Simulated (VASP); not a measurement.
A run of VASP 6.6.1:

Contents of INCAR:

```
SYSTEM = Sc
PREC = Accurate
ENCUT = 520
EDIFF = 1E-6
ISMEAR = -1
SIGMA = 0.08
LREAL = .False.
LASPH = .True.
NELM = 80
ALGO = Normal
ISIF = 2
LWAVE = .False.
LCHARG = .False.
GGA = PE
NBANDS = 18
```

File KPOINTS:

```
Automatic mesh
0
Gamma
  13 13 7
  0 0 0
```

Contents of POSCAR:

```
Sc
1.0
    2.3645949432      0.0000000000      0.0000000000
   -1.1822974717      2.0477992905      0.0000000000
    0.0000000000      0.0000000000      4.0813603591
Sc
2
Direct
    0.3333333333      0.6666666667      0.2500000000
    0.6666666667      0.3333333333      0.7500000000
```

Potentials or basis: VASP PAW PBE potentials, release 64 (Sc_sv).

Run with:

```sh
$ cat potpaw_PBE.64/Sc_sv/POTCAR > POTCAR
$ mpirun -np 1 vasp_std > vasp.out
```

Hardware: 1 thread of Intel(R) Xeon(R) Platinum 8488C (Sapphire Rapids), with other jobs on the host.

Task: Estimate the wall time of this run.

Result: Run time: 20 s on 1 thread of Intel(R) Xeon(R) Platinum 8488C (Sapphire Rapids), on a shared host, peak memory 0.14 GiB. Counts: scf iterations 12, k points 84.
